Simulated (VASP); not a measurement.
# Ag (Fm-3m) in VASP: a series of runs

Runs on Ag. Level: PBEsol. Tasks: single point, relaxation of volume and atoms at fixed shape.

All numbers are computed with VASP 6.6.1; they aren't measurements. Logs are shortened: lines on timing, memory, paths and dates and some standing lists are left out, and cuts for length are marked.

### 1 The cell of the first run

Symmetry: Fm-3m, No. 225, cubic system. The conventional cell has a = 4.057 Å, b = 4.057 Å, c = 4.057 Å, α = 90.00°, β = 90.00°, γ = 90.00°. Ag (site symmetry m-3m) has 12 Ag at 2.87 Å within 3.8 Å.

### 2 Single point, PBEsol

Input file INCAR:

```
SYSTEM = Ag
PREC = Accurate ; ENCUT = 500
EDIFF = 1E-6 ; ISMEAR = -1
SIGMA = 0.05 ; LREAL = .False.
LASPH = .True. ; NELM = 120
ALGO = Normal ; ISIF = 2
LWAVE = .False. ; LCHARG = .False.
GGA = PS ; NBANDS = 12
GGA_COMPAT = .False.
```

Input file KPOINTS:

```
regular mesh
0
Gamma
  10 10 10
  0 0 0
```

Input file POSCAR:

```
Ag
1.0
    0.0000000000      2.0286950226      2.0286950226
    2.0286950226      0.0000000000      2.0286950226
    2.0286950226      2.0286950226      0.0000000000
Ag
1
Direct
    0.0000000000      0.0000000000      0.0000000000
```

Potentials or basis: VASP PAW PBE potentials, release 64 (Ag).

Run with:

```console
$ cat potpaw_PBE.64/Ag/POTCAR > POTCAR
$ mpirun -np 1 vasp_std > vasp.out
```

OUTCAR:

```text
SYSTEM = Ag
   PREC = Accurate
   ENCUT = 500
   EDIFF = 1E-6
   ISMEAR = -1
   LREAL = .False.
   LASPH = .True.
   NELM = 120
   ISIF = 2
   GGA = PS

 ion  position               nearest neighbor table
   1  0.000  0.000  0.000-

  LATTYP: Found a face centered cubic cell.
 ALAT       =     4.0573900452

  Lattice vectors:

 A1 = (   0.0000000000,   2.0286950226,   2.0286950226)
 A2 = (   2.0286950226,   0.0000000000,   2.0286950226)
 A3 = (   2.0286950226,   2.0286950226,   0.0000000000)

Analysis of symmetry for initial positions (statically):
=====================================================================
 Subroutine PRICEL returns:
 Original cell was already a primitive cell.

 Routine SETGRP: Setting up the symmetry group for a
 face centered cubic supercell.

 Subroutine GETGRP returns: Found 48 space group operations
 (whereof 48 operations were pure point group operations)
 out of a pool of 48 trial point group operations.

The static configuration has the point symmetry O_h .

Analysis of symmetry for dynamics (positions and initial velocities):
=====================================================================
 Subroutine PRICEL returns:
 Original cell was already a primitive cell.

 Routine SETGRP: Setting up the symmetry group for a
 face centered cubic supercell.

 Subroutine GETGRP returns: Found 48 space group operations
 (whereof 48 operations were pure point group operations)
 out of a pool of 48 trial point group operations.

The dynamic configuration has the point symmetry O_h .

 Subroutine INISYM returns: Found 48 space group operations
 (whereof 48 operations are pure point group operations),
 and found     1 'primitive' translations

----------------------------------------------------------------------------------------

                                     Primitive cell

  volume of cell :      16.6986

  direct lattice vectors                    reciprocal lattice vectors
     0.000000000  2.028695023  2.028695023    -0.246463857  0.246463857  0.246463857
     2.028695023  0.000000000  2.028695023     0.246463857 -0.246463857  0.246463857
     2.028695023  2.028695023  0.000000000     0.246463857  0.246463857 -0.246463857

  length of vectors
     2.869008015  2.869008015  2.869008015     0.426887923  0.426887923  0.426887923

  position of ions in fractional coordinates (direct lattice)
     0.000000000  0.000000000  0.000000000

  ion indices of the primitive-cell ions
   primitive index   ion index
                 1           1

----------------------------------------------------------------------------------------

 KPOINTS: regular mesh

Automatic generation of k-mesh.
 Grid dimensions read from file:
 generate k-points for:   10   10   10

 Generating k-lattice:

  Cartesian coordinates                     Fractional coordinates (reciprocal lattice)
    -0.024646386  0.024646386  0.024646386     0.100000000  0.000000000  0.000000000
     0.024646386 -0.024646386  0.024646386     0.000000000  0.100000000  0.000000000
     0.024646386  0.024646386 -0.024646386     0.000000000  0.000000000  0.100000000

  Length of vectors
     0.042688792  0.042688792  0.042688792

  Shift w.r.t. Gamma in fractional coordinates (k-lattice)
     0.000000000  0.000000000  0.000000000

 Subroutine IBZKPT returns following result:
 ===========================================

 Found     47 irreducible k-points:

 Following reciprocal coordinates:
            Coordinates               Weight
  0.000000  0.000000  0.000000      1.000000
  0.100000  0.000000  0.000000      8.000000
  0.200000  0.000000  0.000000      8.000000
  0.300000  0.000000  0.000000      8.000000
  0.400000  0.000000  0.000000      8.000000
  0.500000  0.000000  0.000000      4.000000
[... 16 lines left out ...]
  0.300000  0.300000  0.000000      6.000000
  0.400000  0.300000  0.000000     24.000000
 [... further k-points ...]
   k-points           NKPTS =     47   k-points in BZ     NKDIM =     47   number of bands    NBANDS=     12
   number of dos      NEDOS =    301   number of ions     NIONS =      1
   total plane-waves  NPLWV =  13824
   dimension x,y,z NGX =    24 NGY =   24 NGZ =   24
   dimension x,y,z NGXF=    48 NGYF=   48 NGZF=   48
   ions per type =               1
   NGX,Y,Z   is equivalent  to a cutoff of  13.91, 13.91, 13.91 a.u.
   NGXF,Y,Z  is equivalent  to a cutoff of  27.81, 27.81, 27.81 a.u.
 SYSTEM =  Ag
   PREC   = accura    normal or accurate (medium, high low for compatibility)
   ISTART =      0    job   : 0-new  1-cont  2-samecut
   ICHARG =      2    charge: 1-file 2-atom 10-const
   ISPIN  =      1    spin polarized calculation?
   LNONCOLLINEAR =      F non collinear calculations
   LSORBIT =      F    spin-orbit coupling
   LASPH  =      T    aspherical Exc in radial PAW
   ENCUT  =  500.0 eV  36.75 Ry    6.06 a.u.   5.23  5.23  5.23*2*pi/ulx,y,z
   NELM   =    120;   NELMIN=  2; NELMDL= -5     # of ELM steps
   EDIFF  = 0.1E-05   stopping-criterion for ELM
   LREAL  =      F    real-space projection
   EDIFFG = 0.1E-04   stopping-criterion for IOM
   NSW    =      0    number of steps for IOM
   IBRION =     -1    ionic relax: 0-MD 1-quasi-New 2-CG
   NFREE  =      0    steps in history (QN), initial steepest desc. (CG)
   ISIF   =      2    stress and relaxation
   ISYM   =      2    0-nonsym 1-usesym 2-fastsym
   POTIM  = 0.5000    time-step for ionic-motion
   TEBEG  =    0.0;   TEEND  =   0.0 temperature during run
   PSTRESS=    0.0 pullay stress
   NELECT =      11.0000    total number of electrons
   NUPDOWN=      -1.0000    fix difference up-down
   EMIN   =  10.00;   EMAX   =-10.00  energy-range for DOS
   EFERMI =   0.00;   METHOD = LEGACY
   ISMEAR =    -1;   SIGMA  =   0.05  broadening in eV -4-tet -1-fermi 0-gaus
   EFERMI_NEDOS =   21; number of points for ismear=-14 and -15
   IALGO  =     38    algorithm
   IMIX   =      4    mixing-type and parameters
     AMIX     =   0.40;   BMIX     =  1.00
     AMIX_MAG =   1.60;   BMIX_MAG =  1.00
  volume/ion in A,a.u.               =      16.70       112.69
  Fermi-wavevector in a.u.,A,eV,Ry     =   1.424445  2.691810 27.606807  2.029043
  Thomas-Fermi vector in A             =   2.544935
   LORBIT       =      0    0 simple, 1 ext, 2 COOP (PROOUT), +10 PAW based schemes
   GGA     = PS    functional components
   LHFCALC =     F    Hartree Fock is set to
   AEXX    =    0.0000 exact exchange contribution
   IVDW    =     0    specifies the selected vdW correction
   LEPSILON=     F    determine dielectric tensor
   LRPA    =     F    only Hartree local field effects (RPA)
 non-spin polarized calculation
  energy-cutoff  :      500.00
  volume of cell :       16.70
 maximum number of plane-waves:       444
 NGX is ok and might be reduce to    24
   NGX = 11   NGY = 11   NGZ = 11

 number of electron      11.0000001 magnetization

 Free energy of the ion-electron system (eV)
  ---------------------------------------------------
  ext. energy  EPLUGINS =         0.00000000
  ---------------------------------------------------
  free energy    TOTEN  =        -3.29533747 eV

  energy without entropy =       -3.29262548  energy(sigma->0) =       -3.29398147

 E-fermi :   8.4689     XC(G=0): -12.5364

 val. band max:        8.2409749708   @ k =   0.5000   0.2000   0.1000
 cond. band min:       8.5747865553   @ k =   0.5000   0.1000   0.0000
 fundamental gap:      0.3338115845
 Fermi energy:         8.4688706336

 k-point     1 :       0.0000    0.0000    0.0000
  band No.  band energies     occupation
      1       0.5385      2.00000
      2       3.6813      2.00000
      3       3.6813      2.00000
      4       3.6813      2.00000
      5       4.7680      2.00000
      6       4.7680      2.00000
      7      24.5531      0.00000
      8      28.2500      0.00000
      9      28.2500      0.00000
     10      28.2500      0.00000
     11      33.1217      0.00000
     12      34.3881      0.00000

 k-point     2 :       0.1000    0.0000    0.0000
  band No.  band energies     occupation
      1       0.8513      2.00000
      2       3.6124      2.00000
      3       3.7657      2.00000
      4       3.7657      2.00000
      5       4.7387      2.00000
      6       4.7387      2.00000
      7      24.4971      0.00000
      8      26.2175      0.00000
      9      28.3910      0.00000
     10      28.3910      0.00000
     11      32.6256      0.00000
     12      33.9342      0.00000

 k-point     3 :       0.2000    0.0000    0.0000
  band No.  band energies     occupation
      1       1.6310      2.00000
      2       3.6078      2.00000
      3       3.8938      2.00000
      4       3.8938      2.00000
      5       4.7748      2.00000
      6       4.7748      2.00000
      7      21.7206      0.00000
      8      25.4086      0.00000
      9      28.5464      0.00000
     10      28.5464      0.00000
     11      31.4468      0.00000
     12      32.6074      0.00000

 k-point     4 :       0.3000    0.0000    0.0000
  band No.  band energies     occupation
      1       2.1061      2.00000
      2       3.8420      2.00000
      3       3.8420      2.00000
      4       4.5128      2.00000
      5       5.0731      2.00000
      6       5.0731      2.00000
      7      17.8538      0.00000
      8      24.8067      0.00000
      9      28.0071      0.00000
     10      28.0071      0.00000
     11      31.6955      0.00000
     12      31.6955      0.00000

 k-point     5 :       0.4000    0.0000    0.0000
  band No.  band energies     occupation
      1       2.0595      2.00000
      2       3.7149      2.00000
      3       3.7149      2.00000
      4       5.4393      2.00000
      5       5.4393      2.00000
      6       6.4909      2.00000
      7      14.2639      0.00000
      8      24.0777      0.00000
      9      27.0012      0.00000
     10      27.0012      0.00000
     11      31.6053      0.00000
     12      31.6053      0.00000
[... 228 lines left out ...]
      1       2.8047      2.00000
      2       3.4418      2.00000
      3       3.9618      2.00000
      4       4.2193      2.00000
      5       4.9291      2.00000
      6       7.9949      1.99985
      7      16.2196      0.00000
      8      19.7913      0.00000
      9      25.6228      0.00000
     10      26.5418      0.00000
     11      31.6445      0.00000
     12      33.7893      0.00000

 k-point    22 :      -0.2000    0.2000    0.0000
  band No.  band energies     occupation
      1       2.8549      2.00000
      2       3.2429      2.00000
      3       3.8407      2.00000
      4       4.3363      2.00000
      5       4.4375      2.00000
      6       6.3644      2.00000
      7      19.7981      0.00000
      8      20.1861      0.00000
      9      26.7443      0.00000
     10      28.9940      0.00000
     11      29.6378      0.00000
     12      34.0749      0.00000

 k-point    23 :       0.3000    0.3000    0.0000
  band No.  band energies     occupation
      1       2.4417      2.00000
      2       2.6129      2.00000
      3       4.9233      2.00000
      4       4.9233      2.00000
      5       5.2796      2.00000
      6       5.4854      2.00000
      7      22.0011      0.00000
      8      22.0011      0.00000
      9      22.3950      0.00000
     10      25.5530      0.00000
     11      26.2817      0.00000
     12      37.3522      0.00000

 k-point    24 :       0.4000    0.3000    0.0000
  band No.  band energies     occupation
      1       2.3838      2.00000
      2       2.5316      2.00000
      3       4.8170      2.00000
      4       4.9947      2.00000
      5       5.5499      2.00000
      6       7.2513      2.00000
      7      19.1512      0.00000
      8      20.3135      0.00000
      9      21.1697      0.00000
     10      25.7197      0.00000
     11      27.8344      0.00000
     12      37.2704      0.00000

 [... further k-points ...]

------------------------ aborting loop because EDIFF is reached ----------------------------------------

  FORCE on cell =-STRESS in cart. coord.  units (eV):
  Direction    XX          YY          ZZ          XY          YZ          ZX
  --------------------------------------------------------------------------------------
  -------------------------------------------------------------------------------------
  Total       -0.0180006     -0.0180006     -0.0180006      0.0000000      0.0000000     -0.0000000
  in kB       -1.7270949     -1.7270949     -1.7270949      0.0000000      0.0000000     -0.0000000
  external PRESSURE =      -1.7270949 kB  Pullay stress =       0.0000000 kB

 VOLUME and BASIS-vectors are now :
 -----------------------------------------------------------------------------
  energy-cutoff  :      500.00
  volume of cell :       16.70
      direct lattice vectors                 reciprocal lattice vectors
     0.000000000  2.028695023  2.028695023    -0.246463857  0.246463857  0.246463857
     2.028695023  0.000000000  2.028695023     0.246463857 -0.246463857  0.246463857
     2.028695023  2.028695023  0.000000000     0.246463857  0.246463857 -0.246463857

 POSITION                                       TOTAL-FORCE (eV/Angst)
 -----------------------------------------------------------------------------------
      0.00000      0.00000      0.00000        -0.000000      0.000000      0.000000
 -----------------------------------------------------------------------------------
    total drift:                               -0.000000      0.000000      0.000000

  FREE ENERGIE OF THE ION-ELECTRON SYSTEM (eV)
  ---------------------------------------------------
  free  energy   TOTEN  =        -3.2953374665 eV

  energy  without entropy=       -3.2926254804  energy(sigma->0) =       -3.29398147
```

It took 6.7 s on 1 thread of AMD EPYC 7R13 (Zen 3), shared host; peak memory 0.11 GiB.

What came out:

```
Free energy : -3.2953 eV
Pressure    : -0.2 GPa
```

Caveat: the PAW data sets were made with another functional, which shifts forces and pressure a little.

### 3 Relaxation of volume and atoms at fixed shape, PBEsol

This run uses another cell than the first one, of 17.05 Å³/atom, 1.021 times its volume.

Input file INCAR:

```
SYSTEM = Ag
  ALGO = Normal
  EDIFF = 1E-7
  EDIFFG = -0.01
  ENCUT = 500
  GGA = PS
  GGA_COMPAT = .False.
  IBRION = 2
  ISIF = 8
  ISMEAR = -1
  LASPH = .True.
  LCHARG = .False.
  LREAL = .False.
  LWAVE = .False.
  NELM = 120
  NELMIN = 4
  NSW = 50
  PREC = Accurate
  SIGMA = 0.05
```

Input file KPOINTS:

```
k-points
0
Gamma
  10 10 10
  0 0 0
```

Input file POSCAR:

```
Ag
1.0
    0.0000000000      2.0427500000      2.0427500000
    2.0427500000      0.0000000000      2.0427500000
    2.0427500000      2.0427500000      0.0000000000
Ag
1
Direct
    0.0000000000      0.0000000000      0.0000000000
```

Potentials or basis: VASP PAW PBE potentials, release 64 (Ag).

Run with:

```console
$ cat potpaw_PBE.64/Ag/POTCAR > POTCAR
$ mpirun -np 1 vasp_std > vasp.out
```

It took 13 s on 1 thread of AMD EPYC 7R13 (Zen 3), shared host; peak memory 0.12 GiB.

It converged, with:

* Free energy: -3.2955 eV
* Relaxed volume: 16.67 Å³/atom
* Relaxed cell: a = 2.867 Å, b = 2.867 Å, c = 2.867 Å, α = 60.00°, β = 60.00°, γ = 60.00°
* Space group after relaxing (to 0.05 Å): Fm-3m (No. 225)
* Energy gained by relaxing: 2.9 meV/atom
* Ionic steps: 3
* Pressure after relaxing: 0.0 GPa

Step by step:
```
step  energy change (eV)  largest force (eV/Å)  pressure (GPa)  volume (Å³)
   1              0.0000                0.0000           -2.43        17.05
   2             -0.0015                0.0000            1.87        16.42
   3             -0.0029                0.0000            0.00        16.67
```

Final structure:
```yaml
crystal:
  lattice:
    - [0.00000, 2.02759, 2.02759]
    - [2.02759, 0.00000, 2.02759]
    - [2.02759, 2.02759, 0.00000]
  atoms:
    - { symbol: Ag, position: [0.00000, 0.00000, 0.00000] }
```

Levels at points of the mesh, in eV from the Fermi level:
```csv
k point,band 3,band 4,band 5,band 6,band 7,band 8,band 9
"(0.00, 0.00, 0.00)",-4.79,-4.79,-3.70,-3.70,16.09,19.79,19.79
"(0.50, 0.00, 0.00)",-4.82,-2.87,-2.87,-0.47,3.77,15.32,18.10
"(0.50, 0.50, 0.00)",-2.90,-2.66,-2.66,1.57,6.95,10.77,10.77
```

Caveat: the PAW data sets were made with another functional, which shifts forces and pressure a little.
